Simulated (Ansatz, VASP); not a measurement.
## Ca: VASP beside Ansatz

```
Ca
1.0
     3.95946    0.02770    0.02623
    -1.95574    3.38743    0.00002
     0.04297    0.02484    6.65575
Ca
2
Direct
  0.32758 0.66379 0.23497
  0.67242 0.33621 0.76503
```

Alike in both runs: task single point; functional PBE; k mesh 12 × 12 × 6; occupations gaussian, width 0.1 eV; no spin polarisation.

```csv
,VASP,Ansatz
version,VASP 6.6.1,Ansatz 0.2.0
potentials or method,"VASP PAW PBE potentials, release 64 (Ca_sv), cutoff 520 eV","scalar-relativistic, plane waves, PAW"
valence electrons in the cell,20,20
```

Ansatz gave:

- gap on the k mesh at the Fermi level (eV): none
- pressure (GPa): -0.8
- traceless stress, the component that is largest in VASP (GPa): -0.46
- rms of the force components (eV/Å): 0.143

Question: Which values does VASP return?

Answer: gap on the k mesh at the Fermi level (eV): none; pressure (GPa): -0.7; traceless stress, the component that is largest in VASP (GPa): -0.46; rms of the force components (eV/Å): 0.144.

Atom by atom the forces differ by 0.001 eV/Å (rms over components). A gap of «none» marks a metal or a gap that the smearing closes. Ansatz's warnings: near symmetry operations not taken.
